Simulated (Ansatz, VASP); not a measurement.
## CdTe in VASP and in Ansatz

POSCAR

```
CdTe
1.0
    0.0000000000      3.2109819901      3.2109819901
    3.2109819901      0.0000000000      3.2109819901
    3.2109819901      3.2109819901      0.0000000000
Cd Te
1 1
Direct
    0.0000000000      0.0000000000      0.0000000000
    0.2500000000      0.2500000000      0.2500000000
```

File INCAR.step1:

```
SYSTEM = CdTe
PREC = Accurate
ENCUT = 520
ISMEAR = 0
SIGMA = 0.02
LREAL = .FALSE.
LASPH = .TRUE.
NELM = 60
NBANDS = 16
GGA = PE
ALGO = Normal
EDIFF = 1E-4
LWAVE = .TRUE.
LCHARG = .FALSE.
```

Contents of INCAR.step2:

```
SYSTEM = CdTe
PREC = Accurate
ENCUT = 520
EDIFF = 1E-6
ISMEAR = 0
SIGMA = 0.02
LREAL = .FALSE.
LASPH = .TRUE.
NELM = 60
ALGO = Normal
ISIF = 2
LWAVE = .FALSE.
LCHARG = .TRUE.
METAGGA = R2SCAN
LMIXTAU = .TRUE.
LELF = .TRUE.
LVHAR = .TRUE.
NBANDS = 16
ISTART = 1
```

Contents of KPOINTS:

```
regular mesh
0
G
  8 8 8
  0 0 0
```

Input for Ansatz:

```yaml
crystal:
  lattice:
    - [0.0, 3.2109819927, 3.2109819927]
    - [3.2109819927, 0.0, 3.2109819927]
    - [3.2109819927, 3.2109819927, 0.0]
  atoms:
    - { symbol: Cd, position: [0.0, 0.0, 0.0] }
    - { symbol: Te, position: [0.25, 0.25, 0.25] }
basis:
  ecutwfc: 500
kpoints:
  mp_grid: { grid: [8, 8, 8] }
hamiltonian:
  xc: r2scan
scf:
  occupations: { method: gaussian, width: 0.02 }
output:
  forces: true
  stress: true
  eigenvalues: true
```

Alike in both runs: task single point; functional r2SCAN; k mesh 8 × 8 × 8; occupations gaussian, width 0.02 eV; no spin polarisation.

|  | VASP | Ansatz |
| --- | --- | --- |
| version | VASP 6.6.1 | Ansatz 0.2.0 |
| potentials or method | VASP PAW PBE potentials, release 64 (Cd, Te), cutoff 520 eV | scalar-relativistic, plane waves, PAW |
| valence electrons in the cell | 18 | 36 |

Ansatz gave:

```
gap on the k mesh at the Fermi level (eV) : 1.37
least direct gap on the mesh (eV)         : 1.37
pressure (GPa)                            : 2.9
```

Task: What did VASP give for the same quantities?

Result: gap on the k mesh at the Fermi level (eV): 1.36; least direct gap on the mesh (eV): 1.36; pressure (GPa): 3.1.

VASP's potentials were made for PBE, not for r2SCAN. With one functional, cell and mesh, what is left measures potentials, basis and numerics. VASP's potentials hold 18 valence electrons a cell and Ansatz's 36, so a difference there can come from the potentials and not from the codes.

Neither program's run includes spin-orbit coupling.
